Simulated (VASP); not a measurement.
# Si2Mo (I4/mmm) in VASP: further runs, part 2 of 2

VASP 6.6.1.

**3. Single point, PBEsol**

This run uses another cell than the first one, of the same volume but with other edges.

File INCAR:

```
SYSTEM = Si2Mo
PREC = Accurate
ENCUT = 520
EDIFF = 1E-7
ISMEAR = 0
SIGMA = 0.15
LREAL = .FALSE.
LASPH = .TRUE.
NELM = 80
ALGO = Normal
ISIF = 2
LWAVE = .FALSE.
LCHARG = .TRUE.
GGA = PS
LELF = .TRUE.
LVHAR = .TRUE.
NBANDS = 18
```

File KPOINTS:

```
Automatic mesh
0
G
  24 24 24
  0 0 0
```

File POSCAR:

```
Si2Mo
1.0
   -1.5451572312      1.5451572312      4.1672421444
    1.5451572312     -1.5451572312      4.1672421444
    1.5451572312      1.5451572312     -4.1672421444
Si Mo
2 1
Direct
    0.3350596647      0.3350596647      0.0000000000
    0.6649403353      0.6649403353      0.0000000000
    0.0000000000      0.0000000000      0.0000000000
```

Potentials or basis: VASP PAW PBE potentials, release 64 (Si, Mo_sv).

On the command line:

```
$ cat potpaw_PBE.64/Si/POTCAR potpaw_PBE.64/Mo_sv/POTCAR > POTCAR
$ mpirun -np 1 vasp_std > vasp.out
```

OUTCAR:

```text
SYSTEM = Si2Mo
   PREC = Accurate
   ENCUT = 520
   EDIFF = 1E-7
   ISMEAR = 0
   LREAL = .FALSE.
   LASPH = .TRUE.
   NELM = 80
   ISIF = 2
   GGA = PS

 ion  position               nearest neighbor table
   1  0.335  0.335  0.000-   3 2.58   3 2.58   3 2.58   3 2.58   2 2.60   2 2.60   2 2.60   2 2.60
                             2 2.75   3 2.79
   2  0.665  0.665  0.000-   3 2.58   3 2.58   3 2.58   3 2.58   1 2.60   1 2.60   1 2.60   1 2.60
                             1 2.75   3 2.79
   3  0.000  0.000  0.000-   1 2.58   2 2.58   2 2.58   2 2.58   2 2.58   1 2.58   1 2.58   1 2.58
                             1 2.79   2 2.79

  LATTYP: Found a body centered tetragonal cell.
 ALAT       =     3.0903144624
 C/A-ratio  =     2.6969696418

  Lattice vectors:

 A1 = (  -1.5451572312,   1.5451572312,   4.1672421444)
 A2 = (   1.5451572312,  -1.5451572312,   4.1672421444)
 A3 = (   1.5451572312,   1.5451572312,  -4.1672421444)

Analysis of symmetry for initial positions (statically):
=====================================================================
 Subroutine PRICEL returns:
 Original cell was already a primitive cell.

 Routine SETGRP: Setting up the symmetry group for a
 body centered tetragonal supercell.

[... 172 lines left out ...]
 fundamental gap:      0.0021414742
 Fermi energy:        12.5048946623

 k-point     1 :       0.0000    0.0000    0.0000
  band No.  band energies     occupation
      1     -48.1962      2.00000
      2     -22.4550      2.00000
      3     -22.2256      2.00000
      4     -22.2256      2.00000
      5      -1.2150      2.00000
      6       5.7525      2.00000
[... 481 lines left out ...]
      5       2.3170      2.00000
      6       3.3817      2.00000
[... 10 lines left out ...]
     17      19.2262      0.00000
     18      20.0088      0.00000

 [... further k-points ...]

------------------------ aborting loop because EDIFF is reached ----------------------------------------

  FORCE on cell =-STRESS in cart. coord.  units (eV):
  Direction    XX          YY          ZZ          XY          YZ          ZX
  --------------------------------------------------------------------------------------
  -------------------------------------------------------------------------------------
  Total        2.7488167      2.7488167     -5.1350824      0.0000000      0.0000000      0.0000000
  in kB      110.6629606    110.6629606   -206.7301933      0.0000000      0.0000000      0.0000000
  external PRESSURE =       4.8652426 kB  Pullay stress =       0.0000000 kB

 VOLUME and BASIS-vectors are now :
 -----------------------------------------------------------------------------
  energy-cutoff  :      520.00
  volume of cell :       39.80
      direct lattice vectors                 reciprocal lattice vectors
    -1.545157231  1.545157231  4.167242144     0.000000000  0.323591664  0.119983429
     1.545157231 -1.545157231  4.167242144     0.323591664  0.000000000  0.119983429
     1.545157231  1.545157231 -4.167242144     0.323591664  0.323591664  0.000000000

 POSITION                                       TOTAL-FORCE (eV/Angst)
 -----------------------------------------------------------------------------------
      0.00000      0.00000      2.79255         0.000000      0.000000      0.142669
      0.00000      0.00000      5.54193        -0.000000     -0.000000     -0.142669
      0.00000      0.00000      0.00000         0.000000      0.000000      0.000000
 -----------------------------------------------------------------------------------
    total drift:                               -0.000000      0.000000      0.000000

  FREE ENERGIE OF THE ION-ELECTRON SYSTEM (eV)
  ---------------------------------------------------
  free  energy   TOTEN  =       -24.8118929312 eV

  energy  without entropy=      -24.8053166866  energy(sigma->0) =      -24.80860481
```

OSZICAR:

```text
N       E                     dE             d eps       ncg     rms          rms(c)
DAV:   1     0.119260526020E+03    0.11926E+03   -0.11279E+04 38300   0.116E+03
DAV:   2    -0.226718044027E+02   -0.14193E+03   -0.13908E+03 45950   0.298E+02
DAV:   3    -0.257243371086E+02   -0.30525E+01   -0.30156E+01 47238   0.390E+01
DAV:   4    -0.257414583995E+02   -0.17121E-01   -0.17101E-01 44356   0.318E+00
DAV:   5    -0.257415735654E+02   -0.11517E-03   -0.11516E-03 44478   0.275E-01    0.229E+01
DAV:   6    -0.250200444853E+02    0.72153E+00   -0.55849E+00 40668   0.152E+01    0.516E+00
DAV:   7    -0.248637105399E+02    0.15633E+00   -0.12333E+00 39976   0.612E+00    0.497E+00
DAV:   8    -0.248138715459E+02    0.49839E-01   -0.15744E-01 41116   0.275E+00    0.658E-01
DAV:   9    -0.248120845891E+02    0.17870E-02   -0.34211E-03 46262   0.417E-01    0.245E-01
DAV:  10    -0.248119070217E+02    0.17757E-03   -0.82293E-04 42004   0.229E-01    0.701E-02
DAV:  11    -0.248118959116E+02    0.11110E-04   -0.17710E-04 41410   0.949E-02    0.389E-02
DAV:  12    -0.248118934996E+02    0.24119E-05   -0.19240E-05 41122   0.317E-02    0.118E-02
DAV:  13    -0.248118932032E+02    0.29649E-06   -0.60099E-07 41866   0.661E-03    0.492E-03
DAV:  14    -0.248118929595E+02    0.24361E-06   -0.21169E-08 21674   0.112E-03    0.102E-03
DAV:  15    -0.248118929312E+02    0.28307E-07   -0.29287E-09 20874   0.429E-04
   1 F= -.24811893E+02 E0= -.24808605E+02  d E =-.657624E-02
```

Run time: 7.1 min. Hardware: 1 thread of Intel Xeon 6975P-C (Granite Rapids), shared host; peak memory 0.77 GiB.

What came out:

| Property | Result |
| --- | --- |
| Free energy | -24.8119 eV |
| Pressure | 0.5 GPa |
| Largest force | 0.143 eV/Å |
| Band gap on the k mesh | zero (bands 11 and 12 overlap by 1.17 eV) |

Forces on the atoms (eV/Å):
```
Si   0.000  0.000  0.143
Si   0.000  0.000 -0.143
Mo   0.000  0.000  0.000
```

Levels at points of the mesh, in eV from the Fermi level:
| k point | band 7 | band 8 | band 9 | band 10 | band 11 | band 12 | band 13 | band 14 | band 15 | band 16 |
| --- | --- | --- | --- | --- | --- | --- | --- | --- | --- | --- |
| (0.00, 0.00, 0.00) | -4.71 | -3.38 | -2.31 | -2.31 | 0.78 | 3.11 | 3.28 | 3.74 | 4.14 | 4.14 |
| (0.50, 0.00, 0.00) | -5.47 | -4.76 | -2.94 | -2.24 | -0.35 | 2.34 | 3.15 | 3.60 | 3.62 | 6.06 |
| (0.50, 0.50, 0.00) | -5.71 | -5.24 | -4.46 | -3.78 | -1.22 | 2.21 | 2.29 | 2.38 | 2.71 | 4.47 |
| (0.50, 0.50, 0.50) | -3.71 | -2.48 | -0.74 | -0.74 | 0.07 | 0.07 | 0.85 | 2.98 | 4.90 | 5.57 |

Caveat: the PAW data sets were made with another functional, which shifts forces and pressure a little.
